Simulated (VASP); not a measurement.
Here is a VASP 6.6.1 calculation.

File INCAR:

```
PREC = Accurate
ENCUT = 520
EDIFF = 1E-8
ISMEAR = -1
SIGMA = 0.08
LREAL = False
LASPH = True
NELM = 60
ALGO = Normal
ISIF = 2
LWAVE = False
LCHARG = False
GGA = PE
LEFG = True
NBANDS = 11
```

The input KPOINTS:

```
Automatic mesh
0
Gamma
  12 12 12
```

File POSCAR:

```
Si
1.0
    0.0000000000      2.7154700000      2.7154700000
    2.7154700000      0.0000000000      2.7154700000
    2.7154700000      2.7154700000      0.0000000000
Si
2
Direct
    0.5000000000      0.5000000000      0.5000000000
    0.7553154702      0.7553154702      0.7553154702
```

Potentials or basis: VASP PAW PBE potentials, release 64 (Si).

Run with:

```console
$ cat potpaw_PBE.64/Si/POTCAR > POTCAR
$ mpirun -np 1 vasp_std > vasp.out
```

Question: Predict the pressure.

Answer: 2.0 GPa.

Question: Predict the largest force.

Answer: 0.624 eV/Å.

Question: What does it give for the band gap on the k mesh?

Answer: 0.28 eV (least direct gap 2.12 eV).

Stress tensor (GPa, compression positive):
```
 2.00 -1.08 -1.08
-1.08  2.00 -1.08
-1.08 -1.08  2.00
```

Caveat: the cell differs from its parent crystal (atom 2 (Si) moved by [0.028868, 0.028868, 0.028868] A); without QUAD_EFG the Cq values of the log hold for a quadrupole moment of 1 mb, not for the nuclei. A k mesh can miss the band edges.
